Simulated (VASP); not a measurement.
# CoPtO2 (R-3m) in VASP: a series of runs, part 2 of 2

VASP 6.6.1. Earlier steps stand in the parts before.

**4. Single point, PBEsol (strain +0.030 along x and y, +0.000 along z)**

File INCAR:

```
PREC     = Accurate       # precision mode
ENCUT    = 520            # plane-wave cutoff, eV
EDIFF    = 1E-6           # SCF threshold, eV
ISMEAR   = 0              # smearing method
SIGMA    = 0.15           # smearing width, eV
LREAL    = False          # projectors in reciprocal space
LASPH    = True           # aspherical terms in the spheres
NELM     = 60             # most SCF steps
ALGO     = Normal         # electronic algorithm
ISIF     = 2              # what is computed and relaxed
LWAVE    = False          # write WAVECAR
LCHARG   = False          # write CHGCAR
GGA      = PS             # functional
NBANDS   = 24             # bands
```

File KPOINTS:

```
regular mesh
0
Gamma
  18 18 18
```

File POSCAR:

```
CoPtO2
1.0
    1.4472443081      0.8355668909      5.8988731690
   -1.4472443081      0.8355668909      5.8988731690
    0.0000000000     -1.6711337818      5.8988731690
Co Pt O
1 1 2
Direct
    0.5000000000      0.5000000000      0.5000000000
    0.0000000000      0.0000000000      0.0000000000
    0.8877632707      0.8877632707      0.8877632707
    0.1122367293      0.1122367293      0.1122367293
```

Potentials or basis: VASP PAW PBE potentials, release 64 (Co, Pt, O).

On the command line:

```sh
$ cat potpaw_PBE.64/Co/POTCAR potpaw_PBE.64/Pt/POTCAR potpaw_PBE.64/O/POTCAR > POTCAR
$ mpirun -np 1 vasp_std > vasp.out
```

OUTCAR:

```text
PREC = Accurate
   ENCUT = 520
   EDIFF = 1E-6
   ISMEAR = 0
   LREAL = False
   LASPH = True
   NELM = 60
   ISIF = 2
   GGA = PS

 ion  position               nearest neighbor table
   1  0.500  0.500  0.500-   4 1.93   4 1.93   3 1.93   3 1.93   4 1.93   3 1.93
   2  0.000  0.000  0.000-   3 1.99   4 1.99
   3  0.888  0.888  0.888-   1 1.93   1 1.93   1 1.93   2 1.99
   4  0.112  0.112  0.112-   1 1.93   1 1.93   1 1.93   2 1.99

  LATTYP: Found a trigonal (rhomboedric) cell.
 ALAT       =     6.1310189023
[... 840 lines left out ...]
     24      22.0430      0.00000

 [... further k-points ...]
[... 5 lines left out ...]
  --------------------------------------------------------------------------------------
  -------------------------------------------------------------------------------------
  Total       -3.9778575     -3.9778575     -1.8244928      0.0000000     -0.0000000     -0.0000000
  in kB     -148.9074485   -148.9074485    -68.2982165      0.0000000     -0.0000000     -0.0000000
  external PRESSURE =    -122.0377045 kB  Pullay stress =       0.0000000 kB

 VOLUME and BASIS-vectors are now :
 -----------------------------------------------------------------------------
  energy-cutoff  :      520.00
  volume of cell :       42.80
      direct lattice vectors                 reciprocal lattice vectors
     1.447244308  0.835566891  5.898873169     0.345484171  0.199465379  0.056507968
    -1.447244308  0.835566891  5.898873169    -0.345484171  0.199465379  0.056507968
     0.000000000 -1.671133782  5.898873169     0.000000000 -0.398930758  0.056507968

 POSITION                                       TOTAL-FORCE (eV/Angst)
 -----------------------------------------------------------------------------------
      0.00000      0.00000      8.84831         0.000000     -0.000000     -0.000000
      0.00000      0.00000      0.00000         0.000000      0.000000     -0.000000
      0.00000      0.00000     15.71041         0.000000     -0.000000     -0.442872
      0.00000      0.00000      1.98621         0.000000      0.000000      0.442872
 -----------------------------------------------------------------------------------
    total drift:                               -0.000000     -0.000000      0.000000

  FREE ENERGIE OF THE ION-ELECTRON SYSTEM (eV)
  ---------------------------------------------------
  free  energy   TOTEN  =       -28.6276128944 eV

  energy  without entropy=      -28.6205510554  energy(sigma->0) =      -28.62408197
```

stdout:

```text
POSCAR found type information on POSCAR CoPtO
 POSCAR found :  3 types and       4 ions
 scaLAPACK will be used
 -----------------------------------------------------------------------------
|                                                                             |
|                                                                             |
|     You enforced a specific xc type in the INCAR file but a different       |
|     I HOPE YOU KNOW WHAT YOU ARE DOING!                                     |
|                                                                             |
 -----------------------------------------------------------------------------

 LDA part: xc-table for (Slater+PW92), standard interpolation
 POSCAR, INCAR and KPOINTS ok, starting setup
 FFT: planning ... GRIDC
 FFT: planning ... GRID_SOFT
 FFT: planning ... GRID
 WAVECAR not read
 entering main loop
```

Wall time 29 min (1 thread of Intel Xeon Platinum 8488C (Sapphire Rapids), shared host); peak memory 0.82 GiB.

What came out:

- Free energy: -28.6276 eV
- Pressure: -12.2 GPa
- Largest force: 0.443 eV/Å
- Band gap on the k mesh: zero (an odd number of electrons rules out a gap without spin polarisation)

Forces on the atoms (eV/Å):
```
Co   0.000  0.000  0.000
Pt   0.000  0.000  0.000
O    0.000  0.000 -0.443
O    0.000  0.000  0.443
```

Caveat: the cell differs from its parent crystal (strain +0.030 along x and y, +0.000 along z); the stress differs along the axes, from -15 to -7 GPa; the PAW data sets were made with another functional, which shifts forces and pressure a little; spin-orbit coupling is left out, which moves the levels of the heavy elements; an odd number of electrons without spin polarisation forces a metal; a magnetic or distorted state may lie lower; the run has no spin polarisation, though such a crystal can be magnetic; semilocal functionals often make such compounds metallic where correlation or magnetic order opens a gap, which also shifts bond lengths.

**5. Summary**

```csv
cell,gap on the mesh (eV),pressure (GPa),largest force (eV/Å)
"a = 6.046 Å, angles 27.7°, 4 atoms",none,-7.6,0.72
"a = 6.210 Å, angles 26.6°, 4 atoms",none,-10.9,0.08
"a = 6.131 Å, angles 27.3°, 4 atoms",none,-12.2,0.44
```

Alike in all rows: task single point; level PBEsol; potentials or basis VASP PAW PBE potentials, release 64 (Co, Pt, O); no spin polarisation; k mesh 18 × 18 × 18; cutoff (eV) 520; smearing gaussian 0.15 eV.

Caveats: the PAW data sets were made with another functional, which shifts forces and pressure a little; spin-orbit coupling is left out, which moves the levels of the heavy elements; an odd number of electrons without spin polarisation forces a metal; a magnetic or distorted state may lie lower; the run has no spin polarisation, though such a crystal can be magnetic; semilocal functionals often make such compounds metallic where correlation or magnetic order opens a gap, which also shifts bond lengths; the stress differs along the axes, from -13 to 4 GPa (at least some runs).

Absolute energies hang on the potentials; compare differences alone.
